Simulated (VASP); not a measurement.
Wanted: the native input for a VASP 6.6.1 run.

| Quantity | Value |
| --- | --- |
| Task | relaxation of the atoms |
| Functional | PBE |
| Dispersion | D3(BJ) |
| Potentials or basis | VASP PAW PBE potentials, release 64 (Zr_sv, O) |
| Cutoff | 520 eV |
| k mesh | 3 × 2 × 3 |
| Occupations | fermi-dirac, width 0.15 eV |
| Spin | no spin polarisation |
| Dipole correction | no |
| Further INCAR settings | ALGO = Normal; EDIFF = 1e-07; IBRION = 2; EDIFFG = -0.08; NSW = 45 |

The structure of Zr12O (a cell with a defect) lies in POSCAR:

```
Zr12O
1.0
    6.4600000000      0.0000000000      0.0000000000
   -4.8450000000      8.3917860000      0.0000000000
    0.0000000000      0.0000000000      5.1453900000
Zr O
12 1
Direct
    0.0000000000      0.0000000000      0.0000000000
    0.1666667000      0.2222222000      0.5000000000
    0.0000000000      0.3333333000      0.0000000000
    0.1666667000      0.5555556000      0.5000000000
    0.0000000000      0.6666667000      0.0000000000
    0.1666667000      0.8888889000      0.5000000000
    0.5000000000      0.0000000000      0.0000000000
    0.6666667000      0.2222222000      0.5000000000
    0.5000000000      0.3333333000      0.0000000000
    0.6666667000      0.5555556000      0.5000000000
    0.5000000000      0.6666667000      0.0000000000
    0.6666667000      0.8888889000      0.5000000000
    0.8325279000      0.1090418000      0.2571199000
```

One way to write it, as run:

INCAR

```
SYSTEM = Zr12O
PREC = Accurate ; ENCUT = 520
EDIFF = 1E-7 ; ISMEAR = -1
SIGMA = 0.15 ; LREAL = .FALSE.
LASPH = .TRUE. ; NELM = 60
ALGO = Normal ; ISIF = 2
LWAVE = .FALSE. ; LCHARG = .FALSE.
GGA = PE ; IVDW = 12
IBRION = 2 ; NSW = 45
EDIFFG = -0.08 ; KPAR = 4
```

KPOINTS

```
Automatic mesh
0
G
  3 2 3
  0 0 0
```

Potentials or basis: VASP PAW PBE potentials, release 64 (Zr_sv, O).

Launch:

```bash
$ cat potpaw_PBE.64/Zr_sv/POTCAR potpaw_PBE.64/O/POTCAR > POTCAR
$ mpirun -np 4 vasp_std > vasp.out
```

Results of the run:

| Quantity | Value |
| --- | --- |
| Energy gained by relaxing | 1.7 meV/atom |
| Ionic steps | 4 |
| Pressure after relaxing | -1.6 GPa |
| Largest force after relaxing | 0.049 eV/Å |
| Band gap on the k mesh | zero (bands 75 and 76 overlap by 0.46 eV) |
| Dispersion energy per atom | -0.508 eV |

Caveat: the k points lie up to 0.41 Å⁻¹ apart; the relaxation stopped at a loose force limit of 0.08 eV/Å, so its end isn't a converged minimum.

Wall time 3.7 min on 4 MPI ranks on Intel(R) Xeon(R) 6975P-C (Granite Rapids), on a shared host, peak memory 0.48 GiB a rank.
